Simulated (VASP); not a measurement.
Input of a VASP 6.6.1 run:

The input INCAR:

```
SYSTEM = Fe
PREC = Accurate
ENCUT = 600
EDIFF = 1E-6
ISMEAR = -1
SIGMA = 0.05
LREAL = .FALSE.
LASPH = .TRUE.
NELM = 200
ALGO = Normal
ISIF = 2
LWAVE = .FALSE.
LCHARG = .FALSE.
ISPIN = 2
MAGMOM = 3
LORBIT = 11
LMAXMIX = 4
NBANDS = 18
GGA_COMPAT = .FALSE.
```

The input KPOINTS:

```
regular mesh
0
G
  13 13 13
  0 0 0
```

The input POSCAR:

```
Fe
1.0
   -1.4234976093      1.4234976093      1.4234976093
    1.4234976093     -1.4234976093      1.4234976093
    1.4234976093      1.4234976093     -1.4234976093
Fe
1
Direct
    0.0000000000      0.0000000000      0.0000000000
```

Potentials or basis: VASP PAW LDA potentials, release 64 (Fe_sv).

Command:

```console
$ cat potpaw_LDA.64/Fe_sv/POTCAR > POTCAR
$ mpirun -np 1 vasp_std > vasp.out
```

Q: Estimate the net moment.

A: 2.09 μB per cell.

Q: What does it give for the site moments?

A: Fe +2.06 μB.
